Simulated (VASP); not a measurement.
# Cd4C (Im-3m) in VASP: a series of runs

Cd4C is run at these levels: PBE; tasks: single point, relaxation of cell and atoms.

All numbers are computed with VASP 6.6.1; they aren't measurements. Logs are shortened: lines on timing, memory, paths and dates and some standing lists are left out, and cuts for length are marked.

## Step 1: The cell of the first run

It takes space group Im-3m (No. 229, cubic). Conventional cell: a = 5.955 Å, b = 5.955 Å, c = 5.955 Å, α = 90.00°, β = 90.00°, γ = 90.00°. Within 3.4 Å of Cd (site symmetry -3m) lie 2 C at 2.58 Å and 6 Cd at 2.98 Å. C (site symmetry m-3m) has 8 Cd at 2.58 Å within 3.4 Å.

## Step 2: Single point, PBE

File INCAR:

```
  PREC = Accurate
  ENCUT = 520
  EDIFF = 1E-6
  ISMEAR = 0
  SIGMA = 0.1
  LREAL = False
  LASPH = True
  NELM = 100
  ALGO = Normal
  ISIF = 2
  LWAVE = False
  LCHARG = False
  GGA = PE
  NBANDS = 34
```

File KPOINTS:

```
regular mesh
0
Gamma
  10 10 10
```

File POSCAR:

```
Cd4C
1.0
   -2.9773110616      2.9773110616      2.9773110616
    2.9773110616     -2.9773110616      2.9773110616
    2.9773110616      2.9773110616     -2.9773110616
Cd C
4 1
Direct
    0.5000000000      0.5000000000      0.5000000000
    0.5000000000      0.0000000000      0.0000000000
    0.0000000000      0.0000000000      0.5000000000
    0.0000000000      0.5000000000      0.0000000000
    0.0000000000      0.0000000000      0.0000000000
```

Potentials or basis: VASP PAW PBE potentials, release 64 (Cd, C).

Launch:

```sh
cat potpaw_PBE.64/Cd/POTCAR potpaw_PBE.64/C/POTCAR > POTCAR
mpirun -np 1 vasp_std > vasp.out
```

OUTCAR:

```text
PREC = Accurate
   ENCUT = 520
   EDIFF = 1E-6
   ISMEAR = 0
   LREAL = False
   LASPH = True
   NELM = 100
   ISIF = 2
   GGA = PE

 ion  position               nearest neighbor table
   1  0.500  0.500  0.500-   5 2.58   5 2.58   4 2.98   2 2.98   2 2.98   4 2.98   3 2.98   3 2.98

   2  0.500  0.000  0.000-   5 2.58   5 2.58   4 2.98   1 2.98   1 2.98   3 2.98   3 2.98   4 2.98

   3  0.000  0.000  0.500-   5 2.58   5 2.58   4 2.98   1 2.98   2 2.98   4 2.98   2 2.98   1 2.98

   4  0.000  0.500  0.000-   5 2.58   5 2.58   3 2.98   1 2.98   2 2.98   3 2.98   1 2.98   2 2.98

   5  0.000  0.000  0.000-   1 2.58   2 2.58   3 2.58   4 2.58   3 2.58   4 2.58   2 2.58   1 2.58

  LATTYP: Found a body centered cubic cell.
 ALAT       =     5.9546221232

  Lattice vectors:

 A1 = (  -2.9773110616,   2.9773110616,   2.9773110616)
 A2 = (   2.9773110616,  -2.9773110616,   2.9773110616)
 A3 = (   2.9773110616,   2.9773110616,  -2.9773110616)

Analysis of symmetry for initial positions (statically):
=====================================================================
 Subroutine PRICEL returns:
 Original cell was already a primitive cell.

 Routine SETGRP: Setting up the symmetry group for a
 body centered cubic supercell.

 Subroutine GETGRP returns: Found 48 space group operations
 (whereof 48 operations were pure point group operations)
 out of a pool of 48 trial point group operations.

The static configuration has the point symmetry O_h .

Analysis of symmetry for dynamics (positions and initial velocities):
=====================================================================
 Subroutine PRICEL returns:
 Original cell was already a primitive cell.

 Routine SETGRP: Setting up the symmetry group for a
 body centered cubic supercell.

 Subroutine GETGRP returns: Found 48 space group operations
 (whereof 48 operations were pure point group operations)
 out of a pool of 48 trial point group operations.

The dynamic configuration has the point symmetry O_h .

 Subroutine INISYM returns: Found 48 space group operations
 (whereof 48 operations are pure point group operations),
 and found     1 'primitive' translations

----------------------------------------------------------------------------------------

                                     Primitive cell

  volume of cell :     105.5681

  direct lattice vectors                    reciprocal lattice vectors
    -2.977311062  2.977311062  2.977311062     0.000000000  0.167936769  0.167936769
     2.977311062 -2.977311062  2.977311062     0.167936769  0.000000000  0.167936769
     2.977311062  2.977311062 -2.977311062     0.167936769  0.167936769  0.000000000

  length of vectors
     5.156854029  5.156854029  5.156854029     0.237498456  0.237498456  0.237498456

  position of ions in fractional coordinates (direct lattice)
     0.500000000  0.500000000  0.500000000
     0.500000000  0.000000000  0.000000000
     0.000000000  0.000000000  0.500000000
     0.000000000  0.500000000  0.000000000
     0.000000000  0.000000000  0.000000000

  ion indices of the primitive-cell ions
   primitive index   ion index
                 1           1
                 2           2
                 3           3
                 4           4
                 5           5

----------------------------------------------------------------------------------------

 KPOINTS: regular mesh

Automatic generation of k-mesh.
 Grid dimensions read from file:
 generate k-points for:   10   10   10

 Generating k-lattice:

  Cartesian coordinates                     Fractional coordinates (reciprocal lattice)
     0.000000000  0.016793677  0.016793677     0.100000000  0.000000000  0.000000000
     0.016793677  0.000000000  0.016793677     0.000000000  0.100000000  0.000000000
     0.016793677  0.016793677  0.000000000     0.000000000  0.000000000  0.100000000

  Length of vectors
     0.023749846  0.023749846  0.023749846

  Shift w.r.t. Gamma in fractional coordinates (k-lattice)
     0.000000000  0.000000000  0.000000000

 Subroutine IBZKPT returns following result:
 ===========================================

 Found     47 irreducible k-points:

 Following reciprocal coordinates:
            Coordinates               Weight
  0.000000  0.000000  0.000000      1.000000
  0.100000  0.000000  0.000000     12.000000
  0.200000  0.000000  0.000000     12.000000
  0.300000  0.000000  0.000000     12.000000
  0.400000  0.000000  0.000000     12.000000
  0.500000  0.000000  0.000000      6.000000
[... 16 lines left out ...]
  0.300000  0.300000  0.100000      8.000000
 -0.300000  0.300000  0.100000     24.000000
 [... further k-points ...]
   k-points           NKPTS =     47   k-points in BZ     NKDIM =     47   number of bands    NBANDS=     34
   number of dos      NEDOS =    301   number of ions     NIONS =      5
   total plane-waves  NPLWV =  64000
   dimension x,y,z NGX =    40 NGY =   40 NGZ =   40
   dimension x,y,z NGXF=    80 NGYF=   80 NGZF=   80
   ions per type =               4   1
   NGX,Y,Z   is equivalent  to a cutoff of  12.90, 12.90, 12.90 a.u.
   NGXF,Y,Z  is equivalent  to a cutoff of  25.79, 25.79, 25.79 a.u.
 SYSTEM =  unknown system
   PREC   = accura    normal or accurate (medium, high low for compatibility)
   ISTART =      0    job   : 0-new  1-cont  2-samecut
   ICHARG =      2    charge: 1-file 2-atom 10-const
   ISPIN  =      1    spin polarized calculation?
   LNONCOLLINEAR =      F non collinear calculations
   LSORBIT =      F    spin-orbit coupling
   LASPH  =      T    aspherical Exc in radial PAW
   ENCUT  =  520.0 eV  38.22 Ry    6.18 a.u.   9.59  9.59  9.59*2*pi/ulx,y,z
   NELM   =    100;   NELMIN=  2; NELMDL= -5     # of ELM steps
   EDIFF  = 0.1E-05   stopping-criterion for ELM
   LREAL  =      F    real-space projection
   EDIFFG = 0.1E-04   stopping-criterion for IOM
   NSW    =      0    number of steps for IOM
   IBRION =     -1    ionic relax: 0-MD 1-quasi-New 2-CG
   NFREE  =      0    steps in history (QN), initial steepest desc. (CG)
   ISIF   =      2    stress and relaxation
   ISYM   =      2    0-nonsym 1-usesym 2-fastsym
   POTIM  = 0.5000    time-step for ionic-motion
   TEBEG  =    0.0;   TEEND  =   0.0 temperature during run
   PSTRESS=    0.0 pullay stress
   NELECT =      52.0000    total number of electrons
   NUPDOWN=      -1.0000    fix difference up-down
   EMIN   =  10.00;   EMAX   =-10.00  energy-range for DOS
   EFERMI =   0.00;   METHOD = LEGACY
   ISMEAR =     0;   SIGMA  =   0.10  broadening in eV -4-tet -1-fermi 0-gaus
   EFERMI_NEDOS =   21; number of points for ismear=-14 and -15
   IALGO  =     38    algorithm
   IMIX   =      4    mixing-type and parameters
     AMIX     =   0.40;   BMIX     =  1.00
     AMIX_MAG =   1.60;   BMIX_MAG =  1.00
  volume/ion in A,a.u.               =      21.11       142.48
  Fermi-wavevector in a.u.,A,eV,Ry     =   1.292900  2.443227 22.743382  1.671591
  Thomas-Fermi vector in A             =   2.424580
   LORBIT       =      0    0 simple, 1 ext, 2 COOP (PROOUT), +10 PAW based schemes
   GGA     = PE    functional components
   LHFCALC =     F    Hartree Fock is set to
   AEXX    =    0.0000 exact exchange contribution
   IVDW    =     0    specifies the selected vdW correction
   LEPSILON=     F    determine dielectric tensor
   LRPA    =     F    only Hartree local field effects (RPA)
 non-spin polarized calculation
 Gauss-broadening in eV      SIGMA  =   0.10
  energy-cutoff  :      520.00
  volume of cell :      105.57
 maximum number of plane-waves:      2899
 NGX is ok and might be reduce to    40
   NGX = 19   NGY = 19   NGZ = 19

 number of electron      52.0000029 magnetization

 Free energy of the ion-electron system (eV)
  ---------------------------------------------------
  ext. energy  EPLUGINS =         0.00000000
  ---------------------------------------------------
  free energy    TOTEN  =        -7.77845968 eV

  energy without entropy =       -7.76260133  energy(sigma->0) =       -7.77053050

 E-fermi :   2.1849     XC(G=0): -10.4477

 val. band max:        2.1313914781   @ k =   0.2000   0.2000   0.1000
 cond. band min:       2.1868253159   @ k =   0.1000   0.1000   0.0000
 fundamental gap:      0.0554338378
 Fermi energy:         2.1849426659

 k-point     1 :       0.0000    0.0000    0.0000
  band No.  band energies     occupation
      1      -9.4160      2.00000
      2      -7.3212      2.00000
      3      -7.3212      2.00000
      4      -7.1167      2.00000
      5      -7.1167      2.00000
      6      -6.8845      2.00000
[... 26 lines left out ...]
     33       7.7548      0.00000
     34       8.0610      0.00000

 k-point     2 :       0.1000    0.0000    0.0000
  band No.  band energies     occupation
      1      -9.3677      2.00000
      2      -7.3073      2.00000
      3      -7.2905      2.00000
      4      -7.0981      2.00000
      5      -7.0899      2.00000
      6      -6.8948      2.00000
[... 26 lines left out ...]
     33       7.7241      0.00000
     34       8.1590      0.00000

 k-point     3 :       0.2000    0.0000    0.0000
  band No.  band energies     occupation
      1      -9.2321      2.00000
      2      -7.2687      2.00000
      3      -7.1994      2.00000
      4      -7.0438      2.00000
      5      -7.0130      2.00000
      6      -6.9251      2.00000
[... 26 lines left out ...]
     33       7.3393      0.00000
     34       8.4377      0.00000

 k-point     4 :       0.3000    0.0000    0.0000
  band No.  band energies     occupation
      1      -9.0405      2.00000
      2      -7.2135      2.00000
      3      -7.0509      2.00000
      4      -6.9743      2.00000
      5      -6.9595      2.00000
      6      -6.8976      2.00000
[... 26 lines left out ...]
     33       7.3183      0.00000
     34       8.8479      0.00000

 k-point     5 :       0.4000    0.0000    0.0000
  band No.  band energies     occupation
      1      -8.8564      2.00000
      2      -7.1537      2.00000
      3      -7.0352      2.00000
      4      -6.8562      2.00000
      5      -6.8502      2.00000
      6      -6.7970      2.00000
[... 621 lines left out ...]
 k-point    22 :      -0.2000    0.2000    0.1000
  band No.  band energies     occupation
      1      -9.1826      2.00000
      2      -7.2816      2.00000
      3      -7.1572      2.00000
      4      -7.0443      2.00000
      5      -6.9736      2.00000
      6      -6.9343      2.00000
[... 26 lines left out ...]
     33       8.2922      0.00000
     34       8.6103      0.00000

 k-point    23 :       0.3000    0.3000    0.1000
  band No.  band energies     occupation
      1      -8.7307      2.00000
      2      -6.8040      2.00000
      3      -6.8040      2.00000
      4      -6.7749      2.00000
      5      -6.6756      2.00000
      6      -6.6756      2.00000
[... 26 lines left out ...]
     33       8.5683      0.00000
     34       9.3257      0.00000

 k-point    24 :      -0.3000    0.3000    0.1000
  band No.  band energies     occupation
      1      -8.9889      2.00000
      2      -7.2278      2.00000
      3      -7.0243      2.00000
      4      -6.9835      2.00000
      5      -6.9690      2.00000
      6      -6.8561      2.00000
[... 26 lines left out ...]
     33       8.2089      0.00000
     34       9.1882      0.00000

 [... further k-points ...]
[... 5 lines left out ...]
  --------------------------------------------------------------------------------------
  -------------------------------------------------------------------------------------
  Total        0.2607634      0.2607634      0.2607634     -0.0000000      0.0000000      0.0000000
  in kB        3.9575338      3.9575338      3.9575338     -0.0000000      0.0000000      0.0000000
  external PRESSURE =       3.9575338 kB  Pullay stress =       0.0000000 kB

 VOLUME and BASIS-vectors are now :
 -----------------------------------------------------------------------------
  energy-cutoff  :      520.00
  volume of cell :      105.57
      direct lattice vectors                 reciprocal lattice vectors
    -2.977311062  2.977311062  2.977311062     0.000000000  0.167936769  0.167936769
     2.977311062 -2.977311062  2.977311062     0.167936769  0.000000000  0.167936769
     2.977311062  2.977311062 -2.977311062     0.167936769  0.167936769  0.000000000

 POSITION                                       TOTAL-FORCE (eV/Angst)
 -----------------------------------------------------------------------------------
      1.48866      1.48866      1.48866        -0.000000      0.000000     -0.000000
     -1.48866      1.48866      1.48866        -0.000000      0.000000      0.000000
      1.48866      1.48866     -1.48866         0.000000     -0.000000     -0.000000
      1.48866     -1.48866      1.48866         0.000000     -0.000000      0.000000
      0.00000      0.00000      0.00000        -0.000000      0.000000     -0.000000
 -----------------------------------------------------------------------------------
    total drift:                                0.000000     -0.000000      0.000000

  FREE ENERGIE OF THE ION-ELECTRON SYSTEM (eV)
  ---------------------------------------------------
  free  energy   TOTEN  =        -7.7784596786 eV

  energy  without entropy=       -7.7626013311  energy(sigma->0) =       -7.77053050
```

It took 88 s on 1 thread of Intel Xeon 6975P-C (Granite Rapids), shared host; peak memory 0.31 GiB.

What came out:

```
Free energy            : -7.7785 eV
Pressure               : 0.4 GPa
Band gap on the k mesh : zero (band 26 reaches 3.34 eV, above the bottom of band 27 at 1.75 eV)
```

(Part 1 of 2 ends here.)
